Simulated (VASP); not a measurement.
# Mg5O4 in VASP: further runs, part 2 of 2

VASP 6.6.1.

## 3. Single point, PBE

The input, INCAR:

```
SYSTEM = Mg5O4
PREC = Accurate
ENCUT = 520
EDIFF = 1E-6
ISMEAR = 0
SIGMA = 0.05
LREAL = .False.
LASPH = .True.
NELM = 60
ALGO = Normal
ISIF = 2
LWAVE = .False.
LCHARG = .True.
LDIPOL = .True.
IDIPOL = 3
DIPOL = 0.5 0.5 0.500
GGA = PE
LELF = .True.
LVHAR = .True.
LVACPOTAV = .True.
NBANDS = 27
```

The input, KPOINTS:

```
regular mesh
0
Gamma
  9 9 1
  0 0 0
```

The input, POSCAR:

```
Mg5O4
1.0
    3.0079232189      0.0000000000      0.0000000000
   -1.5039616095      2.6049379202      0.0000000000
    0.0000000000      0.0000000000     24.8238360958
Mg O
5 4
Direct
    0.6666666667      0.3333333333      0.3001240915
    0.3333333333      0.6666666667      0.4010581464
    0.0000000000      0.0000000000      0.4999999879
    0.6666666667      0.3333333333      0.5989418564
    0.3333333333      0.6666666667      0.6998759202
    0.0000000000      0.0000000000      0.3516433490
    0.6666666667      0.3333333333      0.4505212210
    0.3333333333      0.6666666667      0.5494787995
    0.0000000000      0.0000000000      0.6483566281
```

Potentials or basis: VASP PAW PBE potentials, release 64 (Mg, O).

Launch:

```
> cat potpaw_PBE.64/Mg/POTCAR potpaw_PBE.64/O/POTCAR > POTCAR
> mpirun -np 1 vasp_std > vasp.out
```

OUTCAR:

```text
SYSTEM = Mg5O4
   PREC = Accurate
   ENCUT = 520
   EDIFF = 1E-6
   ISMEAR = 0
   LREAL = .False.
   LASPH = .True.
   NELM = 60
   ISIF = 2
   GGA = PE

 ion  position               nearest neighbor table
   1  0.667  0.333  0.300-   6 2.16   6 2.16   6 2.16   2 3.05   2 3.05   2 3.05
   2  0.333  0.667  0.401-   6 2.13   6 2.13   6 2.13   7 2.13   7 2.13   7 2.13   3 3.01   3 3.01
                             3 3.01   1 3.05   1 3.05   1 3.05
   3  0.000  0.000  0.500-   7 2.13   7 2.13   7 2.13   8 2.13   8 2.13   8 2.13   2 3.01   2 3.01
                             2 3.01   4 3.01   4 3.01   4 3.01
   4  0.667  0.333  0.599-   9 2.13   9 2.13   9 2.13   8 2.13   8 2.13   8 2.13   3 3.01   3 3.01
                             3 3.01   5 3.05   5 3.05   5 3.05
   5  0.333  0.667  0.700-   9 2.16   9 2.16   9 2.16   4 3.05   4 3.05   4 3.05
   6  0.000  0.000  0.352-   2 2.13   2 2.13   2 2.13   1 2.16   1 2.16   1 2.16
   7  0.667  0.333  0.451-   2 2.13   2 2.13   2 2.13   3 2.13   3 2.13   3 2.13
   8  0.333  0.667  0.549-   4 2.13   4 2.13   4 2.13   3 2.13   3 2.13   3 2.13
   9  0.000  0.000  0.648-   4 2.13   4 2.13   4 2.13   5 2.16   5 2.16   5 2.16

  LATTYP: Found a hexagonal cell.
 ALAT       =     3.0079232189
 C/A-ratio  =     8.2528157434

  Lattice vectors:

 A1 = (   3.0079232189,   0.0000000000,   0.0000000000)
 A2 = (  -1.5039616095,   2.6049379202,   0.0000000000)
 A3 = (   0.0000000000,   0.0000000000,  24.8238360958)

Analysis of symmetry for initial positions (statically):
=====================================================================
 Subroutine PRICEL returns:
 Original cell was already a primitive cell.

 Routine SETGRP: Setting up the symmetry group for a
 hexagonal supercell.

 Subroutine GETGRP returns: Found 12 space group operations
 (whereof 12 operations were pure point group operations)
 out of a pool of 24 trial point group operations.

The static configuration has the point symmetry D_3d.

Analysis of symmetry for dynamics (positions and initial velocities):
=====================================================================
 Subroutine PRICEL returns:
 Original cell was already a primitive cell.

 Routine SETGRP: Setting up the symmetry group for a
 hexagonal supercell.

 Subroutine GETGRP returns: Found 12 space group operations
 (whereof 12 operations were pure point group operations)
 out of a pool of 24 trial point group operations.

The dynamic configuration has the point symmetry D_3d.

 Subroutine INISYM returns: Found 12 space group operations
 (whereof 12 operations are pure point group operations),
 and found     1 'primitive' translations

----------------------------------------------------------------------------------------

                                     Primitive cell

  volume of cell :     194.5060

  direct lattice vectors                    reciprocal lattice vectors
     3.007923219  0.000000000  0.000000000     0.332455295  0.191943154  0.000000000
    -1.503961609  2.604937920  0.000000000     0.000000000  0.383886308  0.000000000
     0.000000000  0.000000000 24.823836096     0.000000000  0.000000000  0.040283862

  length of vectors
     3.007923219  3.007923219 24.823836096     0.383886308  0.383886308  0.040283862

  position of ions in fractional coordinates (direct lattice)
[... 65 lines left out ...]
   dimension x,y,z NGX =    24 NGY =   24 NGZ =  192
   dimension x,y,z NGXF=    48 NGYF=   48 NGZF=  384
   ions per type =               5   4
   NGX,Y,Z   is equivalent  to a cutoff of  13.26, 13.26, 12.86 a.u.
   NGXF,Y,Z  is equivalent  to a cutoff of  26.53, 26.53, 25.72 a.u.
 SYSTEM =  Mg5O4
   PREC   = accura    normal or accurate (medium, high low for compatibility)
   ISTART =      0    job   : 0-new  1-cont  2-samecut
   ICHARG =      2    charge: 1-file 2-atom 10-const
   ISPIN  =      1    spin polarized calculation?
   LNONCOLLINEAR =      F non collinear calculations
   LSORBIT =      F    spin-orbit coupling
   LASPH  =      T    aspherical Exc in radial PAW
   ENCUT  =  520.0 eV  38.22 Ry    6.18 a.u.   5.59  5.59 46.16*2*pi/ulx,y,z
   NELM   =     60;   NELMIN=  2; NELMDL= -5     # of ELM steps
   EDIFF  = 0.1E-05   stopping-criterion for ELM
   LREAL  =      F    real-space projection
   EDIFFG = 0.1E-04   stopping-criterion for IOM
   NSW    =      0    number of steps for IOM
   IBRION =     -1    ionic relax: 0-MD 1-quasi-New 2-CG
   NFREE  =      0    steps in history (QN), initial steepest desc. (CG)
   ISIF   =      2    stress and relaxation
   ISYM   =      2    0-nonsym 1-usesym 2-fastsym
   POTIM  = 0.5000    time-step for ionic-motion
   TEBEG  =    0.0;   TEEND  =   0.0 temperature during run
   PSTRESS=    0.0 pullay stress
   NELECT =      34.0000    total number of electrons
   NUPDOWN=      -1.0000    fix difference up-down
   EMIN   =  10.00;   EMAX   =-10.00  energy-range for DOS
   EFERMI =   0.00;   METHOD = LEGACY
   ISMEAR =     0;   SIGMA  =   0.05  broadening in eV -4-tet -1-fermi 0-gaus
   EFERMI_NEDOS =   21; number of points for ismear=-14 and -15
   IALGO  =     38    algorithm
   IMIX   =      4    mixing-type and parameters
     AMIX     =   0.40;   BMIX     =  1.00
     AMIX_MAG =   1.60;   BMIX_MAG =  1.00
  volume/ion in A,a.u.               =      21.61       145.84
  Fermi-wavevector in a.u.,A,eV,Ry     =   0.915356  1.729772 11.400008  0.837877
  Thomas-Fermi vector in A             =   2.040088
   LORBIT       =      0    0 simple, 1 ext, 2 COOP (PROOUT), +10 PAW based schemes
   GGA     = PE    functional components
   LHFCALC =     F    Hartree Fock is set to
   AEXX    =    0.0000 exact exchange contribution
   IVDW    =     0    specifies the selected vdW correction
   LEPSILON=     F    determine dielectric tensor
   LRPA    =     F    only Hartree local field effects (RPA)
 non-spin polarized calculation
 Gauss-broadening in eV      SIGMA  =   0.05
  energy-cutoff  :      520.00
  volume of cell :      194.51
 maximum number of plane-waves:      5313
 NGX is ok and might be reduce to    24
   NGX = 11   NGY = 11   NGZ = 93

 dipolmoment           0.000000      0.000000     -0.000000 electrons x Angstroem

 number of electron      34.0000029 magnetization

 dipolmoment           0.000000      0.000000      0.000000 electrons x Angstroem

 Free energy of the ion-electron system (eV)
  ---------------------------------------------------
  ext. energy  EPLUGINS =         0.00000000
  ---------------------------------------------------
  free energy    TOTEN  =       -47.39328869 eV

  energy without entropy =      -47.38920473  energy(sigma->0) =      -47.39124671

 E-fermi :   1.0109     XC(G=0):  -5.9860

 val. band max:        1.0049785538   @ k =   0.2222   0.2222   0.0000
 cond. band min:       1.1687720858   @ k =   0.3333   0.1111   0.0000
 fundamental gap:      0.1637935320
 Fermi energy:         1.0108613559

 k-point     1 :       0.0000    0.0000    0.0000
  band No.  band energies     occupation
      1     -19.6812      2.00000
      2     -19.4223      2.00000
      3     -19.0482      2.00000
      4     -18.7021      2.00000
      5      -6.9597      2.00000
      6      -6.3297      2.00000
[... 349 lines left out ...]
     26       8.5438      0.00000
     27       9.1469      0.00000

------------------------ aborting loop because EDIFF is reached ----------------------------------------

  FORCE on cell =-STRESS in cart. coord.  units (eV):
  Direction    XX          YY          ZZ          XY          YZ          ZX
  --------------------------------------------------------------------------------------
  -------------------------------------------------------------------------------------
  Total        0.3989931      0.3989931     -0.4009158     -0.0000000      0.0000000      0.0000000
  in kB        3.2865708      3.2865708     -3.3024081     -0.0000000      0.0000000      0.0000000
  external PRESSURE =       1.0902445 kB  Pullay stress =       0.0000000 kB

 VOLUME and BASIS-vectors are now :
 -----------------------------------------------------------------------------
  energy-cutoff  :      520.00
  volume of cell :      194.51
      direct lattice vectors                 reciprocal lattice vectors
     3.007923219  0.000000000  0.000000000     0.332455295  0.191943154  0.000000000
    -1.503961609  2.604937920  0.000000000     0.000000000  0.383886308  0.000000000
     0.000000000  0.000000000 24.823836096     0.000000000  0.000000000  0.040283862

 POSITION                                       TOTAL-FORCE (eV/Angst)
 -----------------------------------------------------------------------------------
      1.50396      0.86831      7.45023        -0.000000     -0.000000      0.031043
     -0.00000      1.73663      9.95580        -0.000000      0.000000     -0.017878
      0.00000      0.00000     12.41192         0.000000      0.000000     -0.000000
      1.50396      0.86831     14.86803         0.000000     -0.000000      0.017878
     -0.00000      1.73663     17.37361         0.000000      0.000000     -0.031043
      0.00000      0.00000      8.72914         0.000000     -0.000000      0.012354
      1.50396      0.86831     11.18366        -0.000000      0.000000      0.000945
     -0.00000      1.73663     13.64017         0.000000     -0.000000     -0.000945
      0.00000      0.00000     16.09470         0.000000      0.000000     -0.012354
 -----------------------------------------------------------------------------------
    total drift:                                0.000000     -0.000000      0.000099

  FREE ENERGIE OF THE ION-ELECTRON SYSTEM (eV)
  ---------------------------------------------------
  free  energy   TOTEN  =       -47.3932886853 eV

  energy  without entropy=      -47.3892047297  energy(sigma->0) =      -47.39124671

 vacuum level on the upper side and lower side of the slab         5.262         5.262
```

Run time: 68 s. Hardware: 1 thread of Intel Xeon Platinum 8375C at 2.90GHz (Ice Lake), shared host; peak memory 0.34 GiB.

Results:

* Free energy: -47.3933 eV
* Largest force: 0.031 eV/Å
* Band gap on the k mesh: zero (band 17 reaches 3.22 eV, above the bottom of band 18 at -1.32 eV)

Forces on the atoms (eV/Å):
```
Mg   0.000  0.000  0.031
Mg   0.000  0.000 -0.018
Mg   0.000  0.000  0.000
Mg   0.000  0.000  0.018
Mg   0.000  0.000 -0.031
O    0.000  0.000  0.012
O    0.000  0.000  0.001
O    0.000  0.000 -0.001
O    0.000  0.000 -0.012
```
